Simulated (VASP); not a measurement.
Input of a VASP 6.6.1 run:

INCAR

```
SYSTEM = ZnS
  ALGO = Normal
  EDIFF = 1E-7
  ENCUT = 520
  GGA = PE
  ISIF = 2
  ISMEAR = 0
  LASPH = .TRUE.
  LCHARG = .TRUE.
  LELF = .TRUE.
  LREAL = .FALSE.
  LVHAR = .TRUE.
  LWAVE = .FALSE.
  NBANDS = 66
  NELM = 60
  PREC = Accurate
  SIGMA = 0.05
```

Contents of KPOINTS:

```
k-points
0
G
  1 1 12
  0 0 0
```

The input POSCAR:

```
ZnS
1.0
   14.5000000000      0.0000000000      0.0000000000
    0.0000000000     15.1000000000      0.0000000000
    0.0000000000      0.0000000000      3.7937461677
Zn S
6 6
Direct
    0.6952712459      0.5679505627      0.5000000000
    0.5363343286      0.6963439648      1.0000000000
    0.3410779630      0.6283904908      0.5000000000
    0.3047287541      0.4320494373      1.0000000000
    0.4636656714      0.3036560352      0.5000000000
    0.6589220370      0.3716095092      1.0000000000
    0.6846080629      0.6503498480      1.0000000000
    0.4566845382      0.7287132120      0.5000000000
    0.2720447918      0.5783618277      1.0000000000
    0.3153919371      0.3496501520      0.5000000000
    0.5433154618      0.2712867880      1.0000000000
    0.7279552082      0.4216381723      0.5000000000
```

Potentials or basis: VASP PAW PBE potentials, release 64 (Zn, S).

Command:

```bash
$ cat potpaw_PBE.64/Zn/POTCAR potpaw_PBE.64/S/POTCAR > POTCAR
$ mpirun -np 1 vasp_std > vasp.out
```

Problem. Estimate the band gap on the k mesh.

Solution. 2.67 eV.

Problem. Estimate the largest force.

Solution. 0.030 eV/Å.

Forces on the atoms (eV/Å):
```
Zn  -0.006 -0.014  0.000
Zn   0.011 -0.010  0.000
Zn   0.015  0.004  0.000
Zn   0.006  0.014  0.000
Zn  -0.011  0.010  0.000
Zn  -0.015 -0.004  0.000
S    0.016  0.025  0.000
S   -0.014  0.027  0.000
S   -0.030  0.001  0.000
S   -0.016 -0.025  0.000
S    0.014 -0.027  0.000
S    0.030 -0.001  0.000
```
